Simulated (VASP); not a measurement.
# MgO (Fm-3m) in VASP: a series of runs, part 2 of 2

VASP 6.6.1. The steps go on from the part before.

### Step 4. Single point, r2SCAN

This run uses another cell than the first one, of 9.29 Å³/atom, 1.064 times its volume.

POSCAR

```
MgO
1.0
    0.0000000000      2.1021683833      2.1021683833
    2.1021683833      0.0000000000      2.1021683833
    2.1021683833      2.1021683833      0.0000000000
Mg O
1 1
Direct
    0.0000000000      0.0000000000      0.0000000000
    0.5000000000      0.5000000000      0.5000000000
```

INCAR.step1

```
ALGO = Normal
EDIFF = 1E-4
ENCUT = 520
GGA = PE
ISMEAR = 0
LASPH = T
LCHARG = F
LREAL = F
LWAVE = T
NBANDS = 11
NELM = 100
PREC = Accurate
SIGMA = 0.02
```

INCAR.step2

```
ALGO = Normal
EDIFF = 1E-7
ENCUT = 520
ISIF = 2
ISMEAR = 0
ISTART = 1
LASPH = T
LCHARG = F
LMIXTAU = T
LREAL = F
LWAVE = F
METAGGA = R2SCAN
NBANDS = 11
NELM = 100
PREC = Accurate
SIGMA = 0.02
```

KPOINTS

```
k-points
0
Gamma
  10 10 10
```

Potentials or basis: VASP PAW PBE potentials, release 64 (Mg, O).

Command:

```sh
$ cat potpaw_PBE.64/Mg/POTCAR potpaw_PBE.64/O/POTCAR > POTCAR
$ cp INCAR.step1 INCAR
$ mpirun -np 1 vasp_std > vasp.out
$ cp INCAR.step2 INCAR
$ mpirun -np 1 vasp_std > vasp.out
```

OUTCAR:

```text
EDIFF = 1E-7
   ENCUT = 520
   ISIF = 2
   ISMEAR = 0
   ISTART = 1
   LASPH = T
   LREAL = F
   METAGGA = R2SCAN
   NELM = 100
   PREC = Accurate

 ion  position               nearest neighbor table
   1  0.000  0.000  0.000-   2 2.10   2 2.10   2 2.10   2 2.10   2 2.10   2 2.10
   2  0.500  0.500  0.500-   1 2.10   1 2.10   1 2.10   1 2.10   1 2.10   1 2.10

  LATTYP: Found a face centered cubic cell.
 ALAT       =     4.2043367666

  Lattice vectors:

 A1 = (   0.0000000000,   2.1021683833,   2.1021683833)
 A2 = (   2.1021683833,   0.0000000000,   2.1021683833)
 A3 = (   2.1021683833,   2.1021683833,   0.0000000000)

Analysis of symmetry for initial positions (statically):
=====================================================================
 Subroutine PRICEL returns:
 Original cell was already a primitive cell.

 Routine SETGRP: Setting up the symmetry group for a
 face centered cubic supercell.

 Subroutine GETGRP returns: Found 48 space group operations
 (whereof 48 operations were pure point group operations)
 out of a pool of 48 trial point group operations.

The static configuration has the point symmetry O_h .

Analysis of symmetry for dynamics (positions and initial velocities):
=====================================================================
 Subroutine PRICEL returns:
 Original cell was already a primitive cell.

 Routine SETGRP: Setting up the symmetry group for a
 face centered cubic supercell.

 Subroutine GETGRP returns: Found 48 space group operations
 (whereof 48 operations were pure point group operations)
 out of a pool of 48 trial point group operations.

The dynamic configuration has the point symmetry O_h .

 Subroutine INISYM returns: Found 48 space group operations
 (whereof 48 operations are pure point group operations),
 and found     1 'primitive' translations

----------------------------------------------------------------------------------------

                                     Primitive cell
[... 114 lines left out ...]
  Thomas-Fermi vector in A             =   2.370833
   LORBIT       =      0    0 simple, 1 ext, 2 COOP (PROOUT), +10 PAW based schemes
   METAGGA = R2SCAN    functional components
   LHFCALC =     F    Hartree Fock is set to
   AEXX    =    0.0000 exact exchange contribution
   IVDW    =     0    specifies the selected vdW correction
   LEPSILON=     F    determine dielectric tensor
   LRPA    =     F    only Hartree local field effects (RPA)
 non-spin polarized calculation
 Gauss-broadening in eV      SIGMA  =   0.02
  energy-cutoff  :      520.00
  volume of cell :       18.58
 maximum number of plane-waves:       531
 NGX is ok and might be reduce to    24
   NGX = 11   NGY = 11   NGZ = 11

 number of electron       8.0000004 magnetization

 Free energy of the ion-electron system (eV)
  ---------------------------------------------------
  ext. energy  EPLUGINS =         0.00000000
  ---------------------------------------------------
  free energy    TOTEN  =       -16.16111224 eV

  energy without entropy =      -16.16111224  energy(sigma->0) =      -16.16111224

 E-fermi :   2.9679     XC(G=0): -11.6233

 val. band max:        2.8163102155   @ k =   0.0000   0.0000   0.0000
 cond. band min:       8.4762196503   @ k =   0.0000   0.0000   0.0000
 fundamental gap:      5.6599094348
 Fermi energy:         2.9678504455

 k-point     1 :       0.0000    0.0000    0.0000
  band No.  band energies     occupation
      1     -15.4125      2.00000
      2       2.8163      2.00000
      3       2.8163      2.00000
      4       2.8163      2.00000
      5       8.4762      0.00000
      6      19.6822      0.00000
      7      19.6822      0.00000
      8      19.6822      0.00000
      9      23.8433      0.00000
     10      25.6169      0.00000
     11      25.6169      0.00000
[... 309 lines left out ...]
 k-point    24 :       0.4000    0.3000    0.0000
  band No.  band energies     occupation
      1     -14.1944      2.00000
      2      -0.7796      2.00000
      3       1.4898      2.00000
      4       1.7048      2.00000
      5      13.4483      0.00000
      6      13.9802      0.00000
      7      17.6490      0.00000
      8      22.3625      0.00000
      9      22.5859      0.00000
     10      29.1717      0.00000
     11      31.4075      0.00000

 [... further k-points ...]
[... 5 lines left out ...]
  --------------------------------------------------------------------------------------
  -------------------------------------------------------------------------------------
  Total       -0.1320372     -0.1320372     -0.1320372      0.0000000      0.0000000      0.0000000
  in kB      -11.3860828    -11.3860828    -11.3860828      0.0000000      0.0000000      0.0000000
  external PRESSURE =     -11.3860828 kB  Pullay stress =       0.0000000 kB

 VOLUME and BASIS-vectors are now :
 -----------------------------------------------------------------------------
  energy-cutoff  :      520.00
  volume of cell :       18.58
      direct lattice vectors                 reciprocal lattice vectors
     0.000000000  2.102168383  2.102168383    -0.237849643  0.237849643  0.237849643
     2.102168383  0.000000000  2.102168383     0.237849643 -0.237849643  0.237849643
     2.102168383  2.102168383  0.000000000     0.237849643  0.237849643 -0.237849643

 POSITION                                       TOTAL-FORCE (eV/Angst)
 -----------------------------------------------------------------------------------
      0.00000      0.00000      0.00000         0.000000      0.000000      0.000000
      2.10217      2.10217      2.10217        -0.000000     -0.000000     -0.000000
 -----------------------------------------------------------------------------------
    total drift:                               -0.000000     -0.000000      0.000000

  FREE ENERGIE OF THE ION-ELECTRON SYSTEM (eV)
  ---------------------------------------------------
  free  energy   TOTEN  =       -16.1611122414 eV

  energy  without entropy=      -16.1611122414  energy(sigma->0) =      -16.16111224
```

Wall time 25 s (1 thread of Intel Xeon Platinum 8488C (Sapphire Rapids), shared host); peak memory 0.14 GiB.

Results:

| Item | Value |
| --- | --- |
| Free energy | -16.1611 eV |
| Pressure | -1.1 GPa |
| Band gap on the k mesh | 5.66 eV, direct |

Levels at points of the mesh, in eV from the valence-band top:
```
           k point  band 1  band 2  band 3  band 4  band 5  band 6  band 7  band 8  band 9
(0.00, 0.00, 0.00)  -18.23    0.00    0.00    0.00    5.66   16.87   16.87   16.87   21.03
(0.50, 0.00, 0.00)  -16.97   -4.64   -0.68   -0.68    8.84   13.87   17.48   17.48   22.46
(0.50, 0.50, 0.00)  -16.72   -4.12   -1.38   -1.38   10.04   11.12   14.35   20.46   20.46
```

Caveat: the PAW data sets were made with another functional, which shifts forces and pressure a little.

### Step 5. Single point, r2SCAN

This run uses another cell than the first one, of 9.29 Å³/atom, 1.064 times its volume.

POSCAR

```
MgO
1.0
    0.0000000000      2.1021767760      2.1021767760
    2.1021767760      0.0000000000      2.1021767760
    2.1021767760      2.1021767760      0.0000000000
Mg O
1 1
Direct
    0.0000000000      0.0000000000      0.0000000000
    0.5000000000      0.5000000000      0.5000000000
```

INCAR.step1

```
SYSTEM = MgO
PREC = Accurate
ENCUT = 520
ISMEAR = 0
SIGMA = 0.02
LREAL = .False.
LASPH = .True.
NELM = 100
NBANDS = 11
GGA = PE
ALGO = Normal
EDIFF = 1E-4
LWAVE = .True.
LCHARG = .False.
```

INCAR.step2

```
SYSTEM = MgO
PREC = Accurate
ENCUT = 520
EDIFF = 1E-7
ISMEAR = 0
SIGMA = 0.02
LREAL = .False.
LASPH = .True.
NELM = 100
ALGO = Normal
ISIF = 2
LWAVE = .False.
LCHARG = .False.
METAGGA = R2SCAN
LMIXTAU = .True.
NBANDS = 11
ISTART = 1
```

KPOINTS

```
regular mesh
0
Gamma
  10 10 10
  0 0 0
```

Command:

```sh
$ cat potpaw_PBE.64/Mg/POTCAR potpaw_PBE.64/O/POTCAR > POTCAR
$ cp INCAR.step1 INCAR
$ mpirun -np 1 vasp_std > vasp.out
$ cp INCAR.step2 INCAR
$ mpirun -np 1 vasp_std > vasp.out
```

Run time: 26 s. Hardware: 1 thread of Intel Xeon Platinum 8488C (Sapphire Rapids), shared host; peak memory 0.15 GiB.

Results (log left out):

| Property | Result |
| --- | --- |
| Free energy | -16.1611 eV |
| Pressure | -1.1 GPa |
| Band gap on the k mesh | 5.66 eV, direct |

Levels at points of the mesh, in eV from the valence-band top:
| k point | band 1 | band 2 | band 3 | band 4 | band 5 | band 6 | band 7 | band 8 |
| --- | --- | --- | --- | --- | --- | --- | --- | --- |
| (0.00, 0.00, 0.00) | -18.23 | 0.00 | 0.00 | 0.00 | 5.66 | 16.87 | 16.87 | 16.87 |
| (0.50, 0.00, 0.00) | -16.97 | -4.64 | -0.68 | -0.68 | 8.84 | 13.87 | 17.48 | 17.48 |
| (0.50, 0.50, 0.00) | -16.72 | -4.12 | -1.38 | -1.38 | 10.04 | 11.12 | 14.35 | 20.46 |

Caveat: the PAW data sets were made with another functional, which shifts forces and pressure a little.

### Step 6. Overview

| cell | gap on the mesh (eV) | pressure (GPa) |
| --- | --- | --- |
| a = 2.912 Å, angles 60.0°, 2 atoms | 6.32 | 10.6 |
| a = 2.943 Å, angles 60.0°, 2 atoms | 5.98 | 4.3 |
| a = 2.973 Å, angles 60.0°, 2 atoms | 5.66 | -1.1 |

Alike in all rows: task single point; level r2SCAN; potentials or basis VASP PAW PBE potentials, release 64 (Mg, O); no spin polarisation; k mesh 10 × 10 × 10; cutoff (eV) 520; smearing gaussian 0.02 eV.

Caveats: the PAW data sets were made with another functional, which shifts forces and pressure a little.

Absolute energies hang on the potentials; compare differences alone.

### Step 7. Against experiment

Step 4. Against the measured gap of MgO, 7.83 eV (quoted in “Electronic structure of alkaline earth and post-transition metal oxides”, 2009, arxiv:0908.1581), the calculated 5.66 eV is off by -2.17 eV. The value is that of r2SCAN, without temperature or zero-point motion.

Step 5. Against the measured gap of MgO, 7.83 eV (quoted in “Electronic structure of alkaline earth and post-transition metal oxides”, 2009, arxiv:0908.1581), the calculated 5.66 eV is off by -2.17 eV. The value is that of r2SCAN, without temperature or zero-point motion.
